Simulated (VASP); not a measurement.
# Gd (Fm-3m) in VASP: single point with LDA

Aim: the single point of Gd with LDA.

Program: VASP 6.6.1. These are calculated values, not measurements. Logs are shortened: lines on timing, memory, paths and dates and some standing lists are left out, and cuts for length are marked.

**1. The cell of the first run**

It takes space group Fm-3m (No. 225, cubic). Conventional cell: a = 5.172 Å, b = 5.172 Å, c = 5.172 Å, α = 90.00°, β = 90.00°, γ = 90.00°. Gd (site symmetry m-3m) has 12 Gd at 3.66 Å within 4.8 Å.

This isn't the form of Gd at room conditions, which is hcp.

**2. Single point, LDA, collinear spin, antiferromagnetic start**

The input, INCAR:

```
SYSTEM = Gd
PREC = Accurate
ENCUT = 520
EDIFF = 1E-7
ISMEAR = -1
SIGMA = 0.025
LREAL = .False.
LASPH = .True.
NELM = 150
ALGO = Normal
ISIF = 2
LWAVE = .False.
LCHARG = .True.
ISPIN = 2
MAGMOM = 7.1 -7.1
LORBIT = 11
LMAXMIX = 6
GGA = CA
LELF = .True.
LVHAR = .True.
NBANDS = 29
```

The input, KPOINTS:

```
Automatic mesh
0
Gamma
  8 8 6
  0 0 0
```

The input, POSCAR:

```
Gd
1.0
    0.0000000000     -2.5858190855      2.5858190855
    0.0000000000      2.5858190855      2.5858190855
   -5.1716381710      0.0000000000      0.0000000000
Gd
2
Direct
    0.0000000000      0.0000000000      0.0000000000
    0.5000000000      0.5000000000      0.5000000000
```

Potentials or basis: VASP PAW PBE potentials, release 64 (Gd).

Launch:

```sh
> cat potpaw_PBE.64/Gd/POTCAR > POTCAR
> mpirun -np 1 vasp_std > vasp.out
```

OUTCAR:

```text
SYSTEM = Gd
   PREC = Accurate
   ENCUT = 520
   EDIFF = 1E-7
   ISMEAR = -1
   LREAL = .False.
   LASPH = .True.
   NELM = 150
   ISIF = 2
   ISPIN = 2
   LORBIT = 11
   GGA = CA

 ion  position               nearest neighbor table
   1  0.000  0.000  0.000-
   2  0.500  0.500  0.500-

  LATTYP: Found a simple tetragonal cell.
 ALAT       =     3.6569004206
 C/A-ratio  =     1.4142135624

  Lattice vectors:

 A1 = (   0.0000000000,  -2.5858190855,   2.5858190855)
 A2 = (   0.0000000000,   2.5858190855,   2.5858190855)
 A3 = (  -5.1716381710,   0.0000000000,   0.0000000000)

Analysis of symmetry for initial positions (statically):
=====================================================================
 Subroutine PRICEL returns following result:

  LATTYP: Found a face centered cubic cell.
 ALAT       =     5.1716381710
[... 12 lines left out ...]
 Subroutine GETGRP returns: Found 16 space group operations
 (whereof 16 operations were pure point group operations)
 out of a pool of 16 trial point group operations.

The static configuration has the point symmetry D_4h.

Analysis of symmetry for dynamics (positions and initial velocities):
=====================================================================
 Subroutine PRICEL returns following result:

  LATTYP: Found a face centered cubic cell.
 ALAT       =     5.1716381710
[... 12 lines left out ...]
 Subroutine GETGRP returns: Found 16 space group operations
 (whereof 16 operations were pure point group operations)
 out of a pool of 16 trial point group operations.

The dynamic configuration has the point symmetry D_4h.

Analysis of structural, dynamic, and magnetic symmetry:
=====================================================================
 Subroutine PRICEL returns following result:

  LATTYP: Found a face centered cubic cell.
 ALAT       =     5.1716381710
[... 12 lines left out ...]
 Subroutine GETGRP returns: Found 16 space group operations
 (whereof 16 operations were pure point group operations)
 out of a pool of 16 trial point group operations.

The overall configuration has the point symmetry D_4h.

 Subroutine INISYM returns: Found 16 space group operations
 (whereof 16 operations are pure point group operations),
 and found     2 'primitive' translations
[... 110 lines left out ...]
   IALGO  =     38    algorithm
   IMIX   =      4    mixing-type and parameters
     AMIX     =   0.40;   BMIX     =  1.00
     AMIX_MAG =   1.60;   BMIX_MAG =  1.00
  volume/ion in A,a.u.               =      34.58       233.36
  Fermi-wavevector in a.u.,A,eV,Ry     =   1.316914  2.488607 23.596086  1.734263
  Thomas-Fermi vector in A             =   2.446993
   LORBIT       =     11    0 simple, 1 ext, 2 COOP (PROOUT), +10 PAW based schemes
   GGA     = CA    functional components
   LHFCALC =     F    Hartree Fock is set to
   AEXX    =    0.0000 exact exchange contribution
   IVDW    =     0    specifies the selected vdW correction
   LEPSILON=     F    determine dielectric tensor
   LRPA    =     F    only Hartree local field effects (RPA)
 spin polarized calculation
  energy-cutoff  :      520.00
  volume of cell :       69.16
 maximum number of plane-waves:      1900
 NGX is ok and might be reduce to    28
   NGX = 13   NGY = 13   NGZ = 19

 number of electron      36.0000025 magnetization      -0.0000000

 number of electron      36.0000025 magnetization       0.0000000

 Free energy of the ion-electron system (eV)
  ---------------------------------------------------
  ext. energy  EPLUGINS =         0.00000000
  ---------------------------------------------------
  free energy    TOTEN  =       -23.16798353 eV

  energy without entropy =      -23.15751977  energy(sigma->0) =      -23.16275165

 E-fermi :   2.4163     XC(G=0): -10.0500

 val. band max:        2.4148459334   @ k =   0.3750   0.2500   0.5000
 cond. band min:       2.4217872151   @ k =   0.2500   0.1250   0.5000
 fundamental gap:      0.0069412818
 Fermi energy:         2.4162992440

 spin component 1

 k-point     1 :       0.0000    0.0000    0.0000
  band No.  band energies     occupation
      1     -42.2681      1.00000
      2     -39.3937      1.00000
      3     -19.9059      1.00000
      4     -19.6889      1.00000
      5     -19.6889      1.00000
      6     -17.7143      1.00000
[... 757 lines left out ...]
     28       3.6834      0.00000
     29       5.1283      0.00000

 [... further k-points ...]

 spin component 2

 k-point     1 :       0.0000    0.0000    0.0000
  band No.  band energies     occupation
      1     -42.2681      1.00000
      2     -39.3937      1.00000
      3     -19.9059      1.00000
      4     -19.6889      1.00000
      5     -19.6889      1.00000
      6     -17.7143      1.00000
[... 757 lines left out ...]
     28       3.6834      0.00000
     29       5.1779      0.00000

 [... further k-points ...]

------------------------ aborting loop because EDIFF is reached ----------------------------------------

  FORCE on cell =-STRESS in cart. coord.  units (eV):
  Direction    XX          YY          ZZ          XY          YZ          ZX
  --------------------------------------------------------------------------------------
  -------------------------------------------------------------------------------------
  Total       -2.3539373     -2.3730426     -2.3730426     -0.0000000      0.0000000      0.0000000
  in kB      -54.5319552    -54.9745549    -54.9745549     -0.0000000      0.0000000      0.0000000
  external PRESSURE =     -54.8270216 kB  Pullay stress =       0.0000000 kB

 VOLUME and BASIS-vectors are now :
 -----------------------------------------------------------------------------
  energy-cutoff  :      520.00
  volume of cell :       69.16
      direct lattice vectors                 reciprocal lattice vectors
     0.000000000 -2.585819085  2.585819085     0.000000000 -0.193362329  0.193362329
     0.000000000  2.585819085  2.585819085     0.000000000  0.193362329  0.193362329
    -5.171638171  0.000000000  0.000000000    -0.193362329  0.000000000  0.000000000

 POSITION                                       TOTAL-FORCE (eV/Angst)
 -----------------------------------------------------------------------------------
      0.00000      0.00000      0.00000        -0.000000     -0.000000     -0.000000
     -2.58582      0.00000      2.58582         0.000000      0.000000      0.000000
 -----------------------------------------------------------------------------------
    total drift:                               -0.000000      0.000000      0.000000

  FREE ENERGIE OF THE ION-ELECTRON SYSTEM (eV)
  ---------------------------------------------------
  free  energy   TOTEN  =       -23.1679835273 eV

  energy  without entropy=      -23.1575197703  energy(sigma->0) =      -23.16275165

 total charge

# of ion       s       p       d       f       tot
--------------------------------------------------
    1        2.070   5.524   0.550   7.043  15.186
    2        2.070   5.524   0.550   7.043  15.186
--------------------------------------------------
tot          4.141  11.048   1.099  14.086  30.373

 magnetization (x)

# of ion       s       p       d       f       tot
--------------------------------------------------
    1        0.009  -0.057   0.149   6.742   6.843
    2       -0.009   0.057  -0.149  -6.742  -6.843
--------------------------------------------------
tot          0.000   0.000   0.000   0.000   0.000
```

OSZICAR:

```text
N       E                     dE             d eps       ncg     rms          rms(c)
DAV:   1     0.258699696416E+03    0.25870E+03   -0.11779E+04  9482   0.609E+03
DAV:   2     0.454065956760E+02   -0.21329E+03   -0.19143E+03  9283   0.428E+02
[... 35 lines left out ...]
DAV:  38    -0.231679848239E+02   -0.92773E-06   -0.14157E-06 10697   0.200E-02    0.274E-02
DAV:  39    -0.231679846529E+02    0.17098E-06   -0.58942E-08  5100   0.584E-03    0.231E-02
DAV:  40    -0.231679839282E+02    0.72472E-06   -0.75503E-07  8383   0.157E-02    0.139E-02
DAV:  41    -0.231679836332E+02    0.29492E-06   -0.40569E-07  7230   0.144E-02    0.787E-03
DAV:  42    -0.231679835214E+02    0.11184E-06   -0.62713E-07  9050   0.124E-02    0.920E-03
DAV:  43    -0.231679835273E+02   -0.58726E-08   -0.57397E-08  5438   0.305E-03
   1 F= -.23167984E+02 E0= -.23162752E+02  d E =-.104638E-01  mag=     0.0000
```

stdout:

```text
POSCAR found type information on POSCAR Gd
 POSCAR found :  1 types and       2 ions
 scaLAPACK will be used
 -----------------------------------------------------------------------------
|                                                                             |
|                                                                             |
|     You enforced a specific xc type in the INCAR file but a different       |
|     I HOPE YOU KNOW WHAT YOU ARE DOING!                                     |
|                                                                             |
 -----------------------------------------------------------------------------

 LDA part: xc-table for (Slater(with rela. corr.)+CA(PZ))
 , standard interpolation
 POSCAR, INCAR and KPOINTS ok, starting setup
 FFT: planning ... GRIDC
 FFT: planning ... GRID_SOFT
 FFT: planning ... GRID
 WAVECAR not read
 entering main loop
```

Run time: 12 min. Hardware: 1 thread of AMD EPYC 7R43 (Zen 3), shared host; peak memory 0.26 GiB.

What came out:

```
Free energy                                           : -23.1680 eV
Pressure                                              : -5.5 GPa
Band gap on the k mesh                                : zero (filled and empty bands overlap)
Net moment                                            : 0.00 μB per cell
Site moments                                          : Gd +6.84, -6.84 μB
Valence electrons inside the program's atomic spheres : Gd 15.19
```

Levels at points of the mesh, in eV from the Fermi level:
Spin up:
| k point | band 15 | band 16 | band 17 | band 18 | band 19 | band 20 | band 21 | band 22 |
| --- | --- | --- | --- | --- | --- | --- | --- | --- |
| (0.00, 0.00, 0.00) | -4.32 | -4.32 | -1.68 | -0.87 | 0.38 | 0.40 | 0.46 | 0.46 |
| (0.50, 0.00, 0.00) | -4.30 | -1.38 | -1.17 | 0.01 | 0.02 | 0.43 | 0.44 | 0.45 |
| (0.50, 0.50, 0.00) | -4.28 | -1.78 | -1.59 | -0.84 | -0.84 | 0.42 | 0.42 | 0.42 |
| (0.00, 0.00, 0.50) | -4.33 | -2.76 | -2.46 | -0.37 | 0.24 | 0.45 | 0.45 | 0.49 |
| (0.50, 0.00, 0.50) | -4.30 | -1.98 | -1.84 | 0.34 | 0.38 | 0.44 | 0.44 | 0.49 |
| (0.50, 0.50, 0.50) | -4.28 | -0.81 | -0.35 | 0.11 | 0.11 | 0.26 | 0.45 | 0.45 |
Spin down:
```tsv
k point	band 16	band 17	band 18	band 19	band 20	band 21
(0.00, 0.00, 0.00)	-4.32	-1.68	-0.87	0.38	0.40	0.46
(0.50, 0.00, 0.00)	-1.38	-1.17	0.01	0.02	0.43	0.44
(0.50, 0.50, 0.00)	-1.78	-1.59	-0.84	-0.84	0.42	0.42
(0.00, 0.00, 0.50)	-2.76	-2.46	-0.37	0.24	0.45	0.45
(0.50, 0.00, 0.50)	-1.98	-1.84	0.34	0.38	0.44	0.44
(0.50, 0.50, 0.50)	-0.81	-0.35	0.11	0.11	0.26	0.45
```

Caveat: the cell stands under tension; the PAW data sets were made with another functional, which shifts forces and pressure a little; spin-orbit coupling is left out, which moves the levels of the heavy elements; semilocal functionals describe open f shells poorly, which spoils levels, moments and volumes.
